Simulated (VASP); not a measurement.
# SiC (zinc blende) (F-43m) in VASP: single point with PBE0

Aim: the single point of SiC (zinc blende) with PBE0.

Everything below comes from runs of VASP 6.6.1. Logs are shortened: lines on timing, memory, paths and dates and some standing lists are left out, and cuts for length are marked.

### Step 1. The cell of the first run

It takes space group F-43m (No. 216, cubic). The conventional cell has a = 4.047 Å, b = 4.047 Å, c = 4.047 Å, α = 90.00°, β = 90.00°, γ = 90.00°. Within 2.3 Å of Si (site symmetry -43m) lie 4 C at 1.75 Å. C (site symmetry -43m) has 4 Si at 1.75 Å within 2.3 Å.

### Step 2. Single point, PBE0

File POSCAR:

```
SiC
1.0
    0.0000000000      2.0237327315      2.0237327315
    2.0237327315      0.0000000000      2.0237327315
    2.0237327315      2.0237327315      0.0000000000
Si C
1 1
Direct
    0.0000000000      0.0000000000      0.0000000000
    0.2500000000      0.2500000000      0.2500000000
```

File INCAR.step1:

```
  PREC = Accurate
  ENCUT = 520
  EDIFF = 1E-5
  ISMEAR = 0
  SIGMA = 0.01
  LREAL = F
  LASPH = T
  NELM = 100
  ALGO = Normal
  ISIF = 2
  LWAVE = T
  LCHARG = F
  GGA = PE
  NBANDS = 11
```

File INCAR.step2:

```
  PREC = Accurate
  ENCUT = 520
  EDIFF = 1E-7
  ISMEAR = 0
  SIGMA = 0.01
  LREAL = F
  LASPH = T
  NELM = 100
  ALGO = Normal
  ISIF = 2
  LWAVE = F
  LCHARG = F
  GGA = PE
  LHFCALC = T
  AEXX = 0.25
  PRECFOCK = Normal
  ISTART = 1
  NBANDS = 11
```

File KPOINTS:

```
Automatic mesh
0
Gamma
  8 8 8
```

Potentials or basis: VASP PAW PBE potentials, release 64 (Si, C).

Launch:

```bash
$ cat potpaw_PBE.64/Si/POTCAR potpaw_PBE.64/C/POTCAR > POTCAR
$ cp INCAR.step1 INCAR
$ mpirun -np 1 vasp_std > vasp.out
$ cp INCAR.step2 INCAR
$ mpirun -np 1 vasp_std > vasp.out
```

OUTCAR:

```text
PREC = Accurate
   ENCUT = 520
   EDIFF = 1E-7
   ISMEAR = 0
   LREAL = F
   LASPH = T
   NELM = 100
   ISIF = 2
   GGA = PE
   LHFCALC = T
   AEXX = 0.25
   PRECFOCK = Normal
   ISTART = 1

 ion  position               nearest neighbor table
   1  0.000  0.000  0.000-   2 1.75   2 1.75   2 1.75   2 1.75
   2  0.250  0.250  0.250-   1 1.75   1 1.75   1 1.75   1 1.75

  LATTYP: Found a face centered cubic cell.
 ALAT       =     4.0474654630

  Lattice vectors:

 A1 = (   0.0000000000,   2.0237327315,   2.0237327315)
 A2 = (   2.0237327315,   0.0000000000,   2.0237327315)
 A3 = (   2.0237327315,   2.0237327315,   0.0000000000)

Analysis of symmetry for initial positions (statically):
=====================================================================
 Subroutine PRICEL returns:
 Original cell was already a primitive cell.

 Routine SETGRP: Setting up the symmetry group for a
 face centered cubic supercell.

 Subroutine GETGRP returns: Found 24 space group operations
 (whereof 24 operations were pure point group operations)
 out of a pool of 48 trial point group operations.

The static configuration has the point symmetry T_d .

Analysis of symmetry for dynamics (positions and initial velocities):
=====================================================================
 Subroutine PRICEL returns:
 Original cell was already a primitive cell.

 Routine SETGRP: Setting up the symmetry group for a
 face centered cubic supercell.

 Subroutine GETGRP returns: Found 24 space group operations
 (whereof 24 operations were pure point group operations)
 out of a pool of 48 trial point group operations.

The dynamic configuration has the point symmetry T_d .

 Subroutine INISYM returns: Found 24 space group operations
 (whereof 24 operations are pure point group operations),
 and found     1 'primitive' translations

----------------------------------------------------------------------------------------

                                     Primitive cell

  volume of cell :      16.5764

  direct lattice vectors                    reciprocal lattice vectors
     0.000000000  2.023732731  2.023732731    -0.247068198  0.247068198  0.247068198
     2.023732731  0.000000000  2.023732731     0.247068198 -0.247068198  0.247068198
     2.023732731  2.023732731  0.000000000     0.247068198  0.247068198 -0.247068198

  length of vectors
     2.861990276  2.861990276  2.861990276     0.427934673  0.427934673  0.427934673

  position of ions in fractional coordinates (direct lattice)
     0.000000000  0.000000000  0.000000000
     0.250000000  0.250000000  0.250000000

  ion indices of the primitive-cell ions
   primitive index   ion index
                 1           1
                 2           2

----------------------------------------------------------------------------------------

 KPOINTS: Automatic mesh

Automatic generation of k-mesh.
 Grid dimensions read from file:
 generate k-points for:    8    8    8

 Generating k-lattice:

  Cartesian coordinates                     Fractional coordinates (reciprocal lattice)
    -0.030883525  0.030883525  0.030883525     0.125000000  0.000000000  0.000000000
     0.030883525 -0.030883525  0.030883525     0.000000000  0.125000000  0.000000000
     0.030883525  0.030883525 -0.030883525     0.000000000  0.000000000  0.125000000

  Length of vectors
     0.053491834  0.053491834  0.053491834

  Shift w.r.t. Gamma in fractional coordinates (k-lattice)
     0.000000000  0.000000000  0.000000000

 Subroutine IBZKPT returns following result:
 ===========================================

 Found     29 irreducible k-points:

 Following reciprocal coordinates:
            Coordinates               Weight
  0.000000  0.000000  0.000000      1.000000
  0.125000  0.000000  0.000000      8.000000
  0.250000  0.000000  0.000000      8.000000
  0.375000  0.000000  0.000000      8.000000
  0.500000  0.000000  0.000000      4.000000
  0.125000  0.125000  0.000000      6.000000
[... 16 lines left out ...]
  0.500000  0.250000  0.125000     48.000000
 -0.375000  0.250000  0.125000     24.000000
 [... further k-points ...]
   k-points           NKPTS =     29   k-points in BZ     NKDIM =    512   number of bands    NBANDS=     11
   number of dos      NEDOS =    301   number of ions     NIONS =      2
   total plane-waves  NPLWV =  13824
   dimension x,y,z NGX =    24 NGY =   24 NGZ =   24
   dimension x,y,z NGXF=    48 NGYF=   48 NGZF=   48
   ions per type =               1   1
   NGX,Y,Z   is equivalent  to a cutoff of  13.94, 13.94, 13.94 a.u.
   NGXF,Y,Z  is equivalent  to a cutoff of  27.88, 27.88, 27.88 a.u.
 SYSTEM =  unknown system
   PREC   = accura    normal or accurate (medium, high low for compatibility)
   ISTART =      1    job   : 0-new  1-cont  2-samecut
   ICHARG =      0    charge: 1-file 2-atom 10-const
   ISPIN  =      1    spin polarized calculation?
   LNONCOLLINEAR =      F non collinear calculations
   LSORBIT =      F    spin-orbit coupling
   LASPH  =      T    aspherical Exc in radial PAW
   ENCUT  =  520.0 eV  38.22 Ry    6.18 a.u.   5.32  5.32  5.32*2*pi/ulx,y,z
   NELM   =    100;   NELMIN=  2; NELMDL=  0     # of ELM steps
   EDIFF  = 0.1E-06   stopping-criterion for ELM
   LREAL  =      F    real-space projection
   EDIFFG = 0.1E-05   stopping-criterion for IOM
   NSW    =      0    number of steps for IOM
   IBRION =     -1    ionic relax: 0-MD 1-quasi-New 2-CG
   NFREE  =      0    steps in history (QN), initial steepest desc. (CG)
   ISIF   =      2    stress and relaxation
   ISYM   =      3    0-nonsym 1-usesym 2-fastsym
   POTIM  = 0.5000    time-step for ionic-motion
   TEBEG  =    0.0;   TEEND  =   0.0 temperature during run
   PSTRESS=    0.0 pullay stress
   NELECT =       8.0000    total number of electrons
   NUPDOWN=      -1.0000    fix difference up-down
   EMIN   =  10.00;   EMAX   =-10.00  energy-range for DOS
   EFERMI =   0.00;   METHOD = LEGACY
   ISMEAR =     0;   SIGMA  =   0.01  broadening in eV -4-tet -1-fermi 0-gaus
   EFERMI_NEDOS =   21; number of points for ismear=-14 and -15
   IALGO  =     38    algorithm
   IMIX   =      1    mixing-type and parameters
     AMIX     =   0.40;   BMIX     =  1.00
     AMIX_MAG =   1.60;   BMIX_MAG =  1.00
  volume/ion in A,a.u.               =       8.29        55.93
  Fermi-wavevector in a.u.,A,eV,Ry     =   1.284128  2.426650 22.435802  1.648985
  Thomas-Fermi vector in A             =   2.416340
   LORBIT       =      0    0 simple, 1 ext, 2 COOP (PROOUT), +10 PAW based schemes
   GGA     = PE    functional components
   LHFCALC =     T    Hartree Fock is set to
   PRECFOCK=normal    Normal, Fast or Accurate (Low or Medium for compatibility)
   ENCUT4O =  -1.0   cutoff for four orbital integrals eV
   NKREDX  =     1    reduce k-point grid by
   NKREDY  =     1    reduce k-point grid by
   NKREDZ  =     1    reduce k-point grid by
   AEXX    =    0.2500 exact exchange contribution
   HFSCREEN=    0.0000 screening length (either q_TF or 0.3 A-1)
   HFSCREENC=   0.0000 screening length for correlation (either q_TF or 0.3 A-1)
   ENCUTFOCK=  -1.0 apply spherical cutoff to Coloumb kernel
   IVDW    =     0    specifies the selected vdW correction
   LEPSILON=     F    determine dielectric tensor
   LRPA    =     F    only Hartree local field effects (RPA)
 non-spin polarized calculation
 Gauss-broadening in eV      SIGMA  =   0.01
  energy-cutoff  :      520.00
  volume of cell :       16.58
 maximum number of plane-waves:       459
 NGX is ok and might be reduce to    24
  NGX = 16; NGY = 16; NGZ = 16

 number of electron       8.0000000 magnetization

 Free energy of the ion-electron system (eV)
  ---------------------------------------------------
  ext. energy  EPLUGINS =         0.00000000
  ---------------------------------------------------
  free energy    TOTEN  =       -17.70730332 eV

  energy without entropy =      -17.70730332  energy(sigma->0) =      -17.70730332

 E-fermi :   9.8726     XC(G=0):  -9.7090

 val. band max:        9.7163452807   @ k =   0.0000   0.0000   0.0000
 cond. band min:      12.5217841693   @ k =   0.5000   0.5000   0.0000
 fundamental gap:      2.8054388887
 Fermi energy:         9.8726341801

 k-point     1 :       0.0000    0.0000    0.0000
  band No.  band energies     occupation
      1      -9.2552      2.00000
      2       9.7163      2.00000
      3       9.7163      2.00000
      4       9.7163      2.00000
      5      20.8657      0.00000
      6      20.9464      0.00000
      7      20.9464      0.00000
      8      20.9464      0.00000
      9      28.1477      0.00000
     10      28.1477      0.00000
     11      31.4742      0.00000

 k-point     2 :       0.1250    0.0000    0.0000
  band No.  band energies     occupation
      1      -8.8635      2.00000
      2       8.0043      2.00000
      3       9.4939      2.00000
      4       9.4939      2.00000
      5      20.4462      0.00000
      6      21.3781      0.00000
      7      21.3781      0.00000
      8      22.1739      0.00000
      9      26.5713      0.00000
     10      26.5713      0.00000
     11      30.1346      0.00000

 k-point     3 :       0.2500    0.0000    0.0000
  band No.  band energies     occupation
      1      -7.7108      2.00000
      2       4.5354      2.00000
      3       9.0390      2.00000
      4       9.0390      2.00000
      5      19.9058      0.00000
      6      21.3503      0.00000
      7      21.3503      0.00000
      8      23.5738      0.00000
      9      26.6396      0.00000
     10      26.6396      0.00000
     11      29.5661      0.00000

 k-point     4 :       0.3750    0.0000    0.0000
  band No.  band energies     occupation
      1      -5.9165      2.00000
      2       1.0134      2.00000
      3       8.6687      2.00000
      4       8.6687      2.00000
      5      19.5472      0.00000
      6      20.4394      0.00000
      7      20.4394      0.00000
      8      23.6202      0.00000
      9      29.4541      0.00000
     10      29.4541      0.00000
     11      30.7682      0.00000

 k-point     5 :       0.5000    0.0000    0.0000
  band No.  band energies     occupation
      1      -4.4485      2.00000
      2      -1.0704      2.00000
      3       8.5340      2.00000
      4       8.5340      2.00000
      5      19.4386      0.00000
      6      20.0270      0.00000
      7      20.0270      0.00000
      8      23.4089      0.00000
      9      31.7294      0.00000
     10      32.2550      0.00000
     11      32.2550      0.00000
[... 211 lines left out ...]
 k-point    21 :       0.5000    0.5000    0.0000
  band No.  band energies     occupation
      1      -2.6341      2.00000
      2       0.3160      2.00000
      3       5.7719      2.00000
      4       5.7719      2.00000
      5      12.5218      0.00000
      6      16.8286      0.00000
      7      29.3411      0.00000
      8      29.3411      0.00000
      9      30.7967      0.00000
     10      35.2648      0.00000
     11      38.4867      0.00000

 k-point    22 :       0.3750    0.2500    0.1250
  band No.  band energies     occupation
      1      -6.7068      2.00000
      2       4.4492      2.00000
      3       6.2087      2.00000
      4       8.2612      2.00000
      5      17.8891      0.00000
      6      20.7791      0.00000
      7      22.5711      0.00000
      8      24.3304      0.00000
      9      26.5623      0.00000
     10      30.6715      0.00000
     11      34.1893      0.00000

 k-point    23 :       0.5000    0.2500    0.1250
  band No.  band energies     occupation
      1      -4.9753      2.00000
      2       1.7895      2.00000
      3       5.3734      2.00000
      4       7.4092      2.00000
      5      17.5492      0.00000
      6      21.1017      0.00000
      7      23.0480      0.00000
      8      24.7885      0.00000
      9      28.0665      0.00000
     10      31.4506      0.00000
     11      34.5484      0.00000

 k-point    24 :      -0.3750    0.2500    0.1250
  band No.  band energies     occupation
      1      -3.6169      2.00000
      2      -0.0539      2.00000
      3       5.2950      2.00000
      4       6.9437      2.00000
      5      17.4211      0.00000
      6      20.7920      0.00000
      7      24.0018      0.00000
      8      25.6697      0.00000
      9      28.2386      0.00000
     10      30.7882      0.00000
     11      34.6819      0.00000

 [... further k-points ...]
[... 5 lines left out ...]
  --------------------------------------------------------------------------------------
  -------------------------------------------------------------------------------------
  Total        7.6589036      7.6589036      7.6589036      0.0000000     -0.0000000     -0.0000000
  in kB      740.2658651    740.2658651    740.2658651      0.0000000     -0.0000000     -0.0000000
  external PRESSURE =     740.2658651 kB  Pullay stress =       0.0000000 kB

 VOLUME and BASIS-vectors are now :
 -----------------------------------------------------------------------------
  energy-cutoff  :      520.00
  volume of cell :       16.58
      direct lattice vectors                 reciprocal lattice vectors
     0.000000000  2.023732731  2.023732731    -0.247068198  0.247068198  0.247068198
     2.023732731  0.000000000  2.023732731     0.247068198 -0.247068198  0.247068198
     2.023732731  2.023732731  0.000000000     0.247068198  0.247068198 -0.247068198

 POSITION                                       TOTAL-FORCE (eV/Angst)
 -----------------------------------------------------------------------------------
      0.00000      0.00000      0.00000         0.000000      0.000000      0.000000
      1.01187      1.01187      1.01187        -0.000000     -0.000000     -0.000000
 -----------------------------------------------------------------------------------
    total drift:                                0.000000      0.000000      0.000000

  FREE ENERGIE OF THE ION-ELECTRON SYSTEM (eV)
  ---------------------------------------------------
  free  energy   TOTEN  =       -17.7073033220 eV

  energy  without entropy=      -17.7073033220  energy(sigma->0) =      -17.70730332
```

Run time: 9.1 min. Hardware: 1 thread of Intel Xeon Platinum 8375C at 2.90GHz (Ice Lake), shared host; peak memory 0.15 GiB.

Results:

```
Free energy            : -17.7073 eV
Pressure               : 74.0 GPa
Band gap on the k mesh : 2.81 eV, indirect (least direct gap 6.75 eV)
```

Levels at points of the mesh, in eV from the valence-band top:
```
           k point  band 1  band 2  band 3  band 4  band 5  band 6  band 7  band 8
(0.00, 0.00, 0.00)  -18.97    0.00    0.00    0.00   11.15   11.23   11.23   11.23
(0.50, 0.00, 0.00)  -14.16  -10.79   -1.18   -1.18    9.72   10.31   10.31   13.69
(0.50, 0.50, 0.00)  -12.35   -9.40   -3.94   -3.94    2.81    7.11   19.62   19.62
```

Caveat: the PAW data sets were made with another functional, which shifts forces and pressure a little. A k mesh can miss the band edges.
